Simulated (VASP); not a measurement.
# Si (Fd-3m) in VASP: notebook, part 2 of 2

VASP 6.6.1. Earlier steps stand in the parts before.

## (4) Single point, PBE

This run uses another cell than the first one, of 19.47 Å³/atom, 1.116 times its volume.

The input, INCAR:

```
SYSTEM = Si
PREC = Accurate
ENCUT = 520
EDIFF = 1E-6
ISMEAR = 0
SIGMA = 0.01
LREAL = .False.
LASPH = .True.
NELM = 60
ALGO = Normal
ISIF = 2
LWAVE = .False.
LCHARG = .True.
GGA = PE
LELF = .True.
LVHAR = .True.
NBANDS = 11
```

The input, KPOINTS:

```
regular mesh
0
Gamma
  6 6 6
  0 0 0
```

The input, POSCAR:

```
Si
1.0
    0.0000000000      2.6900838199      2.6900838199
    2.6900838199      0.0000000000      2.6900838199
    2.6900838199      2.6900838199      0.0000000000
Si
2
Direct
    0.7500000000      0.7500000000      0.7500000000
    0.5000000000      0.5000000000      0.5000000000
```

Potentials or basis: VASP PAW PBE potentials, release 64 (Si).

Command:

```
$ cat potpaw_PBE.64/Si/POTCAR > POTCAR
$ mpirun -np 1 vasp_std > vasp.out
```

OUTCAR:

```text
SYSTEM = Si
   PREC = Accurate
   ENCUT = 520
   EDIFF = 1E-6
   ISMEAR = 0
   LREAL = .False.
   LASPH = .True.
   NELM = 60
   ISIF = 2
   GGA = PE

 ion  position               nearest neighbor table
   1  0.750  0.750  0.750-   2 2.33   2 2.33   2 2.33   2 2.33
   2  0.500  0.500  0.500-   1 2.33   1 2.33   1 2.33   1 2.33

  LATTYP: Found a face centered cubic cell.
 ALAT       =     5.3801676398

  Lattice vectors:

 A1 = (   0.0000000000,   2.6900838199,   2.6900838199)
 A2 = (   2.6900838199,   0.0000000000,   2.6900838199)
 A3 = (   2.6900838199,   2.6900838199,   0.0000000000)

Analysis of symmetry for initial positions (statically):
=====================================================================
 Subroutine PRICEL returns:
 Original cell was already a primitive cell.

 Routine SETGRP: Setting up the symmetry group for a
 face centered cubic supercell.

 Subroutine GETGRP returns: Found 48 space group operations
 (whereof 24 operations were pure point group operations)
 out of a pool of 48 trial point group operations.

The static configuration has the point symmetry T_d .
 The point group associated with its full space group is O_h .

Analysis of symmetry for dynamics (positions and initial velocities):
=====================================================================
 Subroutine PRICEL returns:
 Original cell was already a primitive cell.

 Routine SETGRP: Setting up the symmetry group for a
 face centered cubic supercell.

 Subroutine GETGRP returns: Found 48 space group operations
 (whereof 24 operations were pure point group operations)
 out of a pool of 48 trial point group operations.

The dynamic configuration has the point symmetry T_d .
 The point group associated with its full space group is O_h .

 Subroutine INISYM returns: Found 48 space group operations
 (whereof 24 operations are pure point group operations),
 and found     1 'primitive' translations

----------------------------------------------------------------------------------------

                                     Primitive cell

  volume of cell :      38.9339

  direct lattice vectors                    reciprocal lattice vectors
     0.000000000  2.690083820  2.690083820    -0.185867814  0.185867814  0.185867814
     2.690083820  0.000000000  2.690083820     0.185867814 -0.185867814  0.185867814
     2.690083820  2.690083820  0.000000000     0.185867814  0.185867814 -0.185867814

  length of vectors
     3.804353022  3.804353022  3.804353022     0.321932498  0.321932498  0.321932498

  position of ions in fractional coordinates (direct lattice)
     0.750000000  0.750000000  0.750000000
     0.500000000  0.500000000  0.500000000

  ion indices of the primitive-cell ions
   primitive index   ion index
                 1           1
                 2           2

----------------------------------------------------------------------------------------

 KPOINTS: regular mesh

Automatic generation of k-mesh.
 Grid dimensions read from file:
 generate k-points for:    6    6    6

 Generating k-lattice:

  Cartesian coordinates                     Fractional coordinates (reciprocal lattice)
    -0.030977969  0.030977969  0.030977969     0.166666667  0.000000000  0.000000000
     0.030977969 -0.030977969  0.030977969     0.000000000  0.166666667  0.000000000
     0.030977969  0.030977969 -0.030977969     0.000000000  0.000000000  0.166666667

[... 30 lines left out ...]
   number of dos      NEDOS =    301   number of ions     NIONS =      2
   total plane-waves  NPLWV =  21952
   dimension x,y,z NGX =    28 NGY =   28 NGZ =   28
   dimension x,y,z NGXF=    56 NGYF=   56 NGZF=   56
   ions per type =               2
   NGX,Y,Z   is equivalent  to a cutoff of  12.24, 12.24, 12.24 a.u.
   NGXF,Y,Z  is equivalent  to a cutoff of  24.47, 24.47, 24.47 a.u.
 SYSTEM =  Si
   PREC   = accura    normal or accurate (medium, high low for compatibility)
   ISTART =      0    job   : 0-new  1-cont  2-samecut
   ICHARG =      2    charge: 1-file 2-atom 10-const
   ISPIN  =      1    spin polarized calculation?
   LNONCOLLINEAR =      F non collinear calculations
   LSORBIT =      F    spin-orbit coupling
   LASPH  =      T    aspherical Exc in radial PAW
   ENCUT  =  520.0 eV  38.22 Ry    6.18 a.u.   7.07  7.07  7.07*2*pi/ulx,y,z
   NELM   =     60;   NELMIN=  2; NELMDL= -5     # of ELM steps
   EDIFF  = 0.1E-05   stopping-criterion for ELM
   LREAL  =      F    real-space projection
   EDIFFG = 0.1E-04   stopping-criterion for IOM
   NSW    =      0    number of steps for IOM
   IBRION =     -1    ionic relax: 0-MD 1-quasi-New 2-CG
   NFREE  =      0    steps in history (QN), initial steepest desc. (CG)
   ISIF   =      2    stress and relaxation
   ISYM   =      2    0-nonsym 1-usesym 2-fastsym
   POTIM  = 0.5000    time-step for ionic-motion
   TEBEG  =    0.0;   TEEND  =   0.0 temperature during run
   PSTRESS=    0.0 pullay stress
   NELECT =       8.0000    total number of electrons
   NUPDOWN=      -1.0000    fix difference up-down
   EMIN   =  10.00;   EMAX   =-10.00  energy-range for DOS
   EFERMI =   0.00;   METHOD = LEGACY
   ISMEAR =     0;   SIGMA  =   0.01  broadening in eV -4-tet -1-fermi 0-gaus
   EFERMI_NEDOS =   21; number of points for ismear=-14 and -15
   IALGO  =     38    algorithm
   IMIX   =      4    mixing-type and parameters
     AMIX     =   0.40;   BMIX     =  1.00
     AMIX_MAG =   1.60;   BMIX_MAG =  1.00
  volume/ion in A,a.u.               =      19.47       131.37
  Fermi-wavevector in a.u.,A,eV,Ry     =   0.966041  1.825553 12.697443  0.933236
  Thomas-Fermi vector in A             =   2.095809
   LORBIT       =      0    0 simple, 1 ext, 2 COOP (PROOUT), +10 PAW based schemes
   GGA     = PE    functional components
   LHFCALC =     F    Hartree Fock is set to
   AEXX    =    0.0000 exact exchange contribution
   IVDW    =     0    specifies the selected vdW correction
   LEPSILON=     F    determine dielectric tensor
   LRPA    =     F    only Hartree local field effects (RPA)
 non-spin polarized calculation
 Gauss-broadening in eV      SIGMA  =   0.01
  energy-cutoff  :      520.00
  volume of cell :       38.93
 maximum number of plane-waves:      1067
   NGX = 15   NGY = 15   NGZ = 15

 number of electron       8.0000001 magnetization

 Free energy of the ion-electron system (eV)
  ---------------------------------------------------
  ext. energy  EPLUGINS =         0.00000000
  ---------------------------------------------------
  free energy    TOTEN  =       -10.79711718 eV

  energy without entropy =      -10.79711718  energy(sigma->0) =      -10.79711718

 E-fermi :   6.1661     XC(G=0):  -9.5147

 val. band max:        6.1214589178   @ k =   0.0000   0.0000   0.0000
 cond. band min:       6.7712608549   @ k =   0.5000   0.5000   0.0000
 fundamental gap:      0.6498019371
 Fermi energy:         6.1660771511

 k-point     1 :       0.0000    0.0000    0.0000
  band No.  band energies     occupation
      1      -6.0330      2.00000
      2       6.1215      2.00000
      3       6.1215      2.00000
      4       6.1215      2.00000
      5       8.6947      0.00000
      6       8.6947      0.00000
      7       8.6947      0.00000
      8       9.8227      0.00000
      9      13.8509      0.00000
     10      13.8509      0.00000
     11      14.1927      0.00000
[... 197 lines left out ...]
 k-point    16 :      -0.3333    0.5000    0.1667
  band No.  band energies     occupation
      1      -1.6555      2.00000
      2      -1.6555      2.00000
      3       2.3663      2.00000
      4       2.3663      2.00000
      5       8.8632      0.00000
      6       8.8632      0.00000
      7      12.9874      0.00000
      8      12.9874      0.00000
      9      16.8665      0.00000
     10      16.8665      0.00000
     11      19.3068      0.00000

------------------------ aborting loop because EDIFF is reached ----------------------------------------

  FORCE on cell =-STRESS in cart. coord.  units (eV):
  Direction    XX          YY          ZZ          XY          YZ          ZX
  --------------------------------------------------------------------------------------
  -------------------------------------------------------------------------------------
  Total        1.1975571      1.1975571      1.1975571      0.0000000      0.0000000     -0.0000000
  in kB       49.2809839     49.2809839     49.2809839      0.0000000      0.0000000     -0.0000000
  external PRESSURE =      49.2809839 kB  Pullay stress =       0.0000000 kB

 VOLUME and BASIS-vectors are now :
 -----------------------------------------------------------------------------
  energy-cutoff  :      520.00
  volume of cell :       38.93
      direct lattice vectors                 reciprocal lattice vectors
     0.000000000  2.690083820  2.690083820    -0.185867814  0.185867814  0.185867814
     2.690083820  0.000000000  2.690083820     0.185867814 -0.185867814  0.185867814
     2.690083820  2.690083820  0.000000000     0.185867814  0.185867814 -0.185867814

 POSITION                                       TOTAL-FORCE (eV/Angst)
 -----------------------------------------------------------------------------------
      4.03513      4.03513      4.03513        -0.000000     -0.000000      0.000000
      2.69008      2.69008      2.69008         0.000000      0.000000     -0.000000
 -----------------------------------------------------------------------------------
    total drift:                                0.000000      0.000000     -0.000000

  FREE ENERGIE OF THE ION-ELECTRON SYSTEM (eV)
  ---------------------------------------------------
  free  energy   TOTEN  =       -10.7971171831 eV

  energy  without entropy=      -10.7971171831  energy(sigma->0) =      -10.79711718
```

OSZICAR:

```text
N       E                     dE             d eps       ncg     rms          rms(c)
DAV:   1     0.981344105028E+01    0.98134E+01   -0.33059E+03   352   0.594E+02
DAV:   2    -0.104326802256E+02   -0.20246E+02   -0.19841E+02   465   0.895E+01
DAV:   3    -0.109948965648E+02   -0.56222E+00   -0.56142E+00   471   0.133E+01
DAV:   4    -0.109985283656E+02   -0.36318E-02   -0.36313E-02   419   0.130E+00
DAV:   5    -0.109985656643E+02   -0.37299E-04   -0.37298E-04   458   0.124E-01    0.508E+00
DAV:   6    -0.108583362398E+02    0.14023E+00   -0.81002E-02   385   0.117E+00    0.311E+00
DAV:   7    -0.107955721286E+02    0.62764E-01   -0.15335E-01   394   0.173E+00    0.213E-01
DAV:   8    -0.107968862942E+02   -0.13142E-02   -0.65365E-03   403   0.441E-01    0.841E-02
DAV:   9    -0.107970893748E+02   -0.20308E-03   -0.19736E-04   428   0.858E-02    0.617E-02
DAV:  10    -0.107971167034E+02   -0.27329E-04   -0.23576E-05   414   0.279E-02    0.666E-03
DAV:  11    -0.107971171831E+02   -0.47974E-06   -0.22412E-06   423   0.774E-03
   1 F= -.10797117E+02 E0= -.10797117E+02  d E =-.177096E-12
```

stdout:

```text
POSCAR found type information on POSCAR Si
 POSCAR found :  1 types and       2 ions
 scaLAPACK will be used
 LDA part: xc-table for (Slater+PW92), standard interpolation
 POSCAR, INCAR and KPOINTS ok, starting setup
 FFT: planning ... GRIDC
 FFT: planning ... GRID_SOFT
 FFT: planning ... GRID
 WAVECAR not read
 entering main loop
```

Wall time 3.2 s (1 thread of Intel Xeon 6975P-C (Granite Rapids), shared host); peak memory 0.14 GiB.

Results:

```
Free energy            : -10.7971 eV
Pressure               : 4.9 GPa
Band gap on the k mesh : 0.65 eV, indirect (least direct gap 2.57 eV)
```

Levels at points of the mesh, in eV from the valence-band top:
```
           k point  band 2  band 3  band 4  band 5  band 6  band 7
(0.00, 0.00, 0.00)    0.00    0.00    0.00    2.57    2.57    2.57
(0.50, 0.00, 0.00)   -7.10   -1.22   -1.22    1.64    3.32    3.32
(0.50, 0.50, 0.00)   -7.91   -2.93   -2.93    0.65    0.65   10.36
```

## (5) Summary

| cell | gap on the mesh (eV) | pressure (GPa) |
| --- | --- | --- |
| a = 3.668 Å, angles 60.0°, 2 atoms | 0.39 | 19.9 |
| a = 3.869 Å, angles 60.0°, 2 atoms | 0.75 | -0.1 |
| a = 3.804 Å, angles 60.0°, 2 atoms | 0.65 | 4.9 |

Alike in all rows: task single point; level PBE; potentials or basis VASP PAW PBE potentials, release 64 (Si); no spin polarisation; k mesh 6 × 6 × 6; cutoff (eV) 520; smearing gaussian 0.01 eV.

Absolute energies hang on the potentials; compare differences alone.
